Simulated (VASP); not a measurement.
Input of a VASP 6.6.1 run:

The input INCAR:

```
PREC = Accurate ; ENCUT = 520
EDIFF = 1E-8 ; ISMEAR = -1
SIGMA = 0.05 ; LREAL = False
LASPH = True ; NELM = 100
ALGO = Normal ; ISIF = 2
LWAVE = False ; LCHARG = False
GGA = PE ; LEFG = True
NBANDS = 16
```

Contents of KPOINTS:

```
Automatic mesh
0
Gamma
  10 10 8
```

Contents of POSCAR:

```
ScSi2
1.0
    3.6600000000      0.0000000000      0.0000000000
   -1.8300000000      3.1696529779      0.0000000000
    0.0000000000      0.0000000000      3.8700000000
Sc Si
1 2
Direct
    0.0000000000      0.0000000000      0.0000000000
    0.3666666666      0.6833333334      0.5000000000
    0.6333333334      0.3166666666      0.5000000000
```

Potentials or basis: VASP PAW PBE potentials, release 64 (Sc_sv, Si).

Launch:

```bash
$ cat potpaw_PBE.64/Sc_sv/POTCAR potpaw_PBE.64/Si/POTCAR > POTCAR
$ mpirun -np 1 vasp_std > vasp.out
```

(1) What does it give for the pressure?

(2) Estimate the largest force.

Results:

(1) 28.8 GPa.

(2) 3.990 eV/Å.

Caveat: the cell differs from its parent crystal (shortest bond scaled by 1.1); without QUAD_EFG the Cq values of the log hold for a quadrupole moment of 1 mb, not for the nuclei; forces of over 1 eV/Å act on the atoms, so gaps and moduli don't describe the material at rest.
